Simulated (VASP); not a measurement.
Here is a VASP 6.6.1 calculation.

The input INCAR:

```
SYSTEM = Ti3H
PREC     = Accurate       ! precision mode
ENCUT    = 520            ! plane-wave cutoff, eV
EDIFF    = 1E-6           ! SCF threshold, eV
ISMEAR   = 0              ! smearing method
SIGMA    = 0.1            ! smearing width, eV
LREAL    = .False.        ! projectors in reciprocal space
LASPH    = .True.         ! aspherical terms in the spheres
NELM     = 60             ! most SCF steps
ALGO     = Normal         ! electronic algorithm
ISIF     = 2              ! what is computed and relaxed
LWAVE    = .False.        ! write WAVECAR
LCHARG   = .True.         ! write CHGCAR
LDIPOL   = .True.       
IDIPOL   = 3            
DIPOL    = 0.5 0.5 0.336
GGA      = PE             ! functional
LELF     = .True.         ! ELF
LVHAR    = .True.       
LVACPOTAV= .True.       
NBANDS   = 47             ! bands
```

Contents of KPOINTS:

```
regular mesh
0
Gamma
  6 6 1
  0 0 0
```

The input POSCAR:

```
Ti3H
1.0
    4.6039800811      0.0000000000      0.0000000000
   -2.3019900405      3.9871637087      0.0000000000
    0.0000000000      0.0000000000     22.4969948581
Ti H
6 2
Direct
    0.6666666667      0.3333333333      0.1778015253
    0.3333333333      0.6666666667      0.2195752601
    0.0000000000      0.0000000000      0.2613489950
    0.6666666667      0.3333333333      0.2980583739
    0.3333333333      0.6666666667      0.3304600279
    0.0000000000      0.0000000000      0.3776946615
    0.2757109188      0.7242890812      0.5110458055
    0.3909557479      0.6090442521      0.5110458055
```

Potentials or basis: VASP PAW PBE potentials, release 64 (Ti_sv, H).

The run is started by

```sh
$ cat potpaw_PBE.64/Ti_sv/POTCAR potpaw_PBE.64/H/POTCAR > POTCAR
$ mpirun -np 1 vasp_std > vasp.out
```

**Question.** What does it give for the band gap on the k mesh?

**Answer.** Zero (bands 37 and 38 overlap by 0.25 eV).

**Question.** Estimate the largest force.

**Answer.** 3.484 eV/Å.

Forces in eV/Å, atoms in the order of the input:
```
Ti   0.002 -0.001  0.138
Ti  -0.002  0.001  0.497
Ti  -0.001  0.001 -0.559
Ti   0.000  0.000 -0.023
Ti   0.001  0.000 -0.011
Ti  -0.016  0.009 -0.095
H    3.017 -1.742  0.028
H   -3.001  1.732  0.025
```
